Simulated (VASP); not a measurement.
The system is Zr2C.

```
Zr C
1.0
     4.54136    0.00000    0.00000
    -2.27068    3.93293    0.00000
     0.00000    0.00000    2.75646
Zr C
2 1
Direct
  0.33333 0.66667 0.00000
  0.66667 0.33333 0.00000
  0.00000 0.00000 0.50000
```

| Quantity | Value |
| --- | --- |
| Program | VASP 6.6.1 |
| Task | relaxation of cell and atoms |
| Functional | PBEsol |
| Potentials or basis | VASP PAW PBE potentials, release 64 (Zr_sv, C) |
| Cutoff | 600 eV |
| k mesh | 5 × 5 × 7 |
| Occupations | fermi-dirac, width 0.05 eV |
| Spin | non-collinear spin, zero start, spin-orbit coupling |
| Starting moments | [[0.0, 0.0, 0.0], [0.0, 0.0, 0.0], [0.0, 0.0, 0.0]] μB |

At the start: pressure -4.2 GPa; volume 16.41 Å³/atom.

Problem. How do energy, volume and symmetry change on relaxing?

Solution. Over 5 steps the energy falls by 9.8 meV/atom and the volume is 15.70 Å³/atom (-4.3 %); space group P6/mmm (No. 191, to 0.1 Å) before and after; moment 0.00 μB per cell.

The path:
```tsv
step	energy change (eV)	largest force (eV/Å)	pressure (GPa)	volume (Å³)
1	0.0000	0.0002	-4.22	49.23
2	-0.0223	0.0002	2.27	46.22
3	-0.0285	0.0000	0.03	47.14
4	-0.0294	0.0002	-0.03	47.09
5	-0.0294	0.0002	-0.02	47.10
```

Final structure:
```
CELL_PARAMETERS angstrom
4.46367 0.00005 0.00000
-2.23179 3.86567 0.00000
0.00000 0.00000 2.72944
ATOMIC_POSITIONS crystal
Zr 0.33333 0.66667 0.00000
Zr 0.66667 0.33333 0.00000
C 0.00000 0.00000 0.50000
```

Caveat: the PAW data sets were made with another functional, which shifts forces and pressure a little.
